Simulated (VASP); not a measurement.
# MgI2 (P-3m1) in VASP: notebook, part 2 of 3

VASP 6.6.1. The steps go on from the part before.

### Step 4. Single point, PBE+D3(BJ) (strain +0.040 along x and y, +0.080 along z)

File INCAR:

```
SYSTEM = MgI2
ALGO = Normal
EDIFF = 1E-6
ENCUT = 520
GGA = PE
ISIF = 2
ISMEAR = 0
IVDW = 12
LASPH = .TRUE.
LCHARG = .FALSE.
LREAL = .FALSE.
LWAVE = .FALSE.
NBANDS = 15
NELM = 100
PREC = Accurate
SIGMA = 0.05
```

File KPOINTS:

```
k-points
0
G
  6 6 4
  0 0 0
```

File POSCAR:

```
MgI2
1.0
    4.3198481262      0.0000000000      0.0000000000
   -2.1599240631      3.7410982178      0.0000000000
    0.0000000000      0.0000000000      7.4109600000
Mg I
1 2
Direct
    0.0000000000      0.0000000000      0.0000000000
    0.3333333333      0.6666666667      0.7576300000
    0.6666666667      0.3333333333      0.2423700000
```

Potentials or basis: VASP PAW PBE potentials, release 64 (Mg, I).

The run is started by

```console
cat potpaw_PBE.64/Mg/POTCAR potpaw_PBE.64/I/POTCAR > POTCAR
mpirun -np 1 vasp_std > vasp.out
```

OUTCAR:

```text
SYSTEM = MgI2
   EDIFF = 1E-6
   ENCUT = 520
   GGA = PE
   ISIF = 2
   ISMEAR = 0
   IVDW = 12
   LASPH = .TRUE.
   LREAL = .FALSE.
   NELM = 100
   PREC = Accurate
 IVDW          = 12

 ion  position               nearest neighbor table
   1  0.000  0.000  0.000-   2 3.07   3 3.07   3 3.07   2 3.07   3 3.07   2 3.07
   2  0.333  0.667  0.758-   1 3.07   1 3.07   1 3.07
   3  0.667  0.333  0.242-   1 3.07   1 3.07   1 3.07

  LATTYP: Found a hexagonal cell.
 ALAT       =     4.3198481262
 C/A-ratio  =     1.7155603122

  Lattice vectors:

 A1 = (   4.3198481262,   0.0000000000,   0.0000000000)
 A2 = (  -2.1599240631,   3.7410982178,   0.0000000000)
 A3 = (   0.0000000000,   0.0000000000,   7.4109600000)

Analysis of symmetry for initial positions (statically):
=====================================================================
 Subroutine PRICEL returns:
 Original cell was already a primitive cell.

 Routine SETGRP: Setting up the symmetry group for a
 hexagonal supercell.

 Subroutine GETGRP returns: Found 12 space group operations
 (whereof 12 operations were pure point group operations)
 out of a pool of 24 trial point group operations.

The static configuration has the point symmetry D_3d.

Analysis of symmetry for dynamics (positions and initial velocities):
=====================================================================
 Subroutine PRICEL returns:
 Original cell was already a primitive cell.

 Routine SETGRP: Setting up the symmetry group for a
 hexagonal supercell.

 Subroutine GETGRP returns: Found 12 space group operations
 (whereof 12 operations were pure point group operations)
 out of a pool of 24 trial point group operations.

The dynamic configuration has the point symmetry D_3d.

 Subroutine INISYM returns: Found 12 space group operations
 (whereof 12 operations are pure point group operations),
 and found     1 'primitive' translations

----------------------------------------------------------------------------------------

                                     Primitive cell

  volume of cell :     119.7683

  direct lattice vectors                    reciprocal lattice vectors
     4.319848126  0.000000000  0.000000000     0.231489620  0.133650594  0.000000000
    -2.159924063  3.741098218  0.000000000     0.000000000  0.267301189  0.000000000
     0.000000000  0.000000000  7.410960000     0.000000000  0.000000000  0.134935285

  length of vectors
     4.319848126  4.319848126  7.410960000     0.267301189  0.267301189  0.134935285

  position of ions in fractional coordinates (direct lattice)
     0.000000000  0.000000000  0.000000000
     0.333333333  0.666666667  0.757630000
     0.666666667  0.333333333  0.242370000

  ion indices of the primitive-cell ions
   primitive index   ion index
                 1           1
                 2           2
                 3           3

----------------------------------------------------------------------------------------

[... 30 lines left out ...]
  0.166667  0.166667  0.000000      6.000000
  0.333333  0.166667  0.000000     12.000000
[... 16 lines left out ...]
  0.333333  0.166667  0.500000     12.000000
  0.333333  0.333333  0.500000      2.000000
   k-points           NKPTS =     24   k-points in BZ     NKDIM =     24   number of bands    NBANDS=     15
   number of dos      NEDOS =    301   number of ions     NIONS =      3
   total plane-waves  NPLWV =  57344
   dimension x,y,z NGX =    32 NGY =   32 NGZ =   56
   dimension x,y,z NGXF=    64 NGYF=   64 NGZF=  112
   ions per type =               1   2
   NGX,Y,Z   is equivalent  to a cutoff of  12.31, 12.31, 12.56 a.u.
   NGXF,Y,Z  is equivalent  to a cutoff of  24.63, 24.63, 25.12 a.u.
 SYSTEM =  MgI2
   PREC   = accura    normal or accurate (medium, high low for compatibility)
   ISTART =      0    job   : 0-new  1-cont  2-samecut
   ICHARG =      2    charge: 1-file 2-atom 10-const
   ISPIN  =      1    spin polarized calculation?
   LNONCOLLINEAR =      F non collinear calculations
   LSORBIT =      F    spin-orbit coupling
   LASPH  =      T    aspherical Exc in radial PAW
   ENCUT  =  520.0 eV  38.22 Ry    6.18 a.u.   8.03  8.03 13.78*2*pi/ulx,y,z
   NELM   =    100;   NELMIN=  2; NELMDL= -5     # of ELM steps
   EDIFF  = 0.1E-05   stopping-criterion for ELM
   LREAL  =      F    real-space projection
   EDIFFG = 0.1E-04   stopping-criterion for IOM
   NSW    =      0    number of steps for IOM
   IBRION =     -1    ionic relax: 0-MD 1-quasi-New 2-CG
   NFREE  =      0    steps in history (QN), initial steepest desc. (CG)
   ISIF   =      2    stress and relaxation
   ISYM   =      2    0-nonsym 1-usesym 2-fastsym
   POTIM  = 0.5000    time-step for ionic-motion
   TEBEG  =    0.0;   TEEND  =   0.0 temperature during run
   PSTRESS=    0.0 pullay stress
   NELECT =      16.0000    total number of electrons
   NUPDOWN=      -1.0000    fix difference up-down
   EMIN   =  10.00;   EMAX   =-10.00  energy-range for DOS
   EFERMI =   0.00;   METHOD = LEGACY
   ISMEAR =     0;   SIGMA  =   0.05  broadening in eV -4-tet -1-fermi 0-gaus
   EFERMI_NEDOS =   21; number of points for ismear=-14 and -15
   IALGO  =     38    algorithm
   IMIX   =      4    mixing-type and parameters
     AMIX     =   0.40;   BMIX     =  1.00
     AMIX_MAG =   1.60;   BMIX_MAG =  1.00
  volume/ion in A,a.u.               =      39.92       269.41
  Fermi-wavevector in a.u.,A,eV,Ry     =   0.836888  1.581489  9.529275  0.700382
  Thomas-Fermi vector in A             =   1.950687
   LORBIT       =      0    0 simple, 1 ext, 2 COOP (PROOUT), +10 PAW based schemes
   GGA     = PE    functional components
   LHFCALC =     F    Hartree Fock is set to
   AEXX    =    0.0000 exact exchange contribution
   IVDW    =    12    specifies the selected vdW correction
   LEPSILON=     F    determine dielectric tensor
   LRPA    =     F    only Hartree local field effects (RPA)
 non-spin polarized calculation
 Gauss-broadening in eV      SIGMA  =   0.05
  energy-cutoff  :      520.00
  volume of cell :      119.77
 maximum number of plane-waves:      3237
   NGX = 17   NGY = 17   NGZ = 27

 number of electron      16.0000001 magnetization

 Free energy of the ion-electron system (eV)
  ---------------------------------------------------
  ext. energy  EPLUGINS =         0.00000000
  ---------------------------------------------------
  free energy    TOTEN  =        -7.59593493 eV

  energy without entropy =       -7.59593493  energy(sigma->0) =       -7.59593493

 E-fermi :   1.2223     XC(G=0):  -7.5878

 val. band max:        0.9763088678   @ k =   0.0000   0.0000   0.0000
 cond. band min:       4.1297321805   @ k =   0.0000   0.0000   0.0000
 fundamental gap:      3.1534233127
 Fermi energy:         1.2223448408

 k-point     1 :       0.0000    0.0000    0.0000
  band No.  band energies     occupation
      1     -10.5079      2.00000
      2     -10.0838      2.00000
      3      -1.9550      2.00000
      4       0.7352      2.00000
      5       0.7352      2.00000
      6       0.8391      2.00000
      7       0.9763      2.00000
      8       0.9763      2.00000
      9       4.1297      0.00000
     10       5.8006      0.00000
     11       7.5985      0.00000
     12       7.5985      0.00000
     13       8.3621      0.00000
     14       9.1982      0.00000
[... 401 lines left out ...]
      2      -9.9158      2.00000
      3      -1.6057      2.00000
      4      -1.1429      2.00000
      5      -1.1429      2.00000
      6      -0.7509      2.00000
      7       0.4863      2.00000
      8       0.4863      2.00000
      9       5.1016      0.00000
     10       6.6025      0.00000
     11       6.6025      0.00000
     12       8.1931      0.00000
     13       9.0144      0.00000
     14       9.5675      0.00000
     15       9.6898      0.00000

------------------------ aborting loop because EDIFF is reached ----------------------------------------

 Edisp (eV)   -0.78748

 E8    (eV) :    -0.3520

  FORCE on cell =-STRESS in cart. coord.  units (eV):
  Direction    XX          YY          ZZ          XY          YZ          ZX
  --------------------------------------------------------------------------------------
  -------------------------------------------------------------------------------------
  Total      -2.58020    -2.58020    -2.96180    -0.00000    -0.00000     0.00000
  in kB     -34.51616   -34.51616   -39.62084    -0.00000    -0.00000     0.00000
  external pressure =      -36.22 kB  Pullay stress =        0.00 kB

 VOLUME and BASIS-vectors are now :
 -----------------------------------------------------------------------------
  energy-cutoff  :      520.00
  volume of cell :      119.77
      direct lattice vectors                 reciprocal lattice vectors
     4.319848126  0.000000000  0.000000000     0.231489620  0.133650594  0.000000000
    -2.159924063  3.741098218  0.000000000     0.000000000  0.267301189  0.000000000
     0.000000000  0.000000000  7.410960000     0.000000000  0.000000000  0.134935285

 POSITION                                       TOTAL-FORCE (eV/Angst)
 -----------------------------------------------------------------------------------
      0.00000      0.00000      0.00000         0.000000      0.000000      0.000000
     -0.00000      2.49407      5.61477         0.000000      0.000000      0.681856
      2.15992      1.24703      1.79619        -0.000000     -0.000000     -0.681856
 -----------------------------------------------------------------------------------
    total drift:                               -0.000000      0.000000     -0.000000

  FREE ENERGIE OF THE ION-ELECTRON SYSTEM (eV)
  ---------------------------------------------------
  free  energy   TOTEN  =        -8.3834172729 eV

  energy  without entropy=       -8.3834172729  energy(sigma->0) =       -8.38341727
```

OSZICAR:

```text
N       E                     dE             d eps       ncg     rms          rms(c)
DAV:   1     0.754727875392E+02    0.75473E+02   -0.55806E+03   720   0.824E+02
DAV:   2    -0.141825812347E+01   -0.76891E+02   -0.70468E+02   984   0.128E+02
DAV:   3    -0.772067515526E+01   -0.63024E+01   -0.62778E+01   958   0.422E+01
DAV:   4    -0.785129040491E+01   -0.13062E+00   -0.13060E+00  1032   0.716E+00
DAV:   5    -0.785223935868E+01   -0.94895E-03   -0.94895E-03   973   0.593E-01    0.335E+00
DAV:   6    -0.764002798334E+01    0.21221E+00   -0.15872E-01   776   0.210E+00    0.239E+00
DAV:   7    -0.759759883996E+01    0.42429E-01   -0.11929E-01   883   0.173E+00    0.902E-01
DAV:   8    -0.759587940238E+01    0.17194E-02   -0.90966E-03   790   0.556E-01    0.268E-01
DAV:   9    -0.759595892886E+01   -0.79526E-04   -0.17214E-03   944   0.255E-01    0.970E-02
DAV:  10    -0.759592983448E+01    0.29094E-04   -0.64075E-05   881   0.500E-02    0.488E-02
DAV:  11    -0.759593636174E+01   -0.65273E-05   -0.21163E-05   937   0.290E-02    0.171E-02
DAV:  12    -0.759593444335E+01    0.19184E-05   -0.65475E-06   853   0.150E-02    0.939E-03
DAV:  13    -0.759593492840E+01   -0.48505E-06   -0.47860E-07   696   0.423E-03
   1 F= -.83834173E+01 E0= -.83834173E+01  d E =-.120420E-13
```

Run time: 50 s. Hardware: 1 thread of Intel Xeon 8259CL, shared host; peak memory 0.25 GiB.

What came out:

```yaml
Free_energy: -8.3834 eV
Pressure: -3.6 GPa
Largest_force: 0.682 eV/Å
Band_gap_on_the_k_mesh: 3.15 eV
Dispersion_energy_per_atom: -0.262 eV
```

Forces on the atoms (eV/Å):
```
Mg   0.000  0.000  0.000
I    0.000  0.000  0.682
I    0.000  0.000 -0.682
```

Caveat: the cell differs from its parent crystal (strain +0.040 along x and y, +0.080 along z); the cell stands under tension; spin-orbit coupling is left out, which moves the levels of the heavy elements.

(Continued in part 3 of 3.)
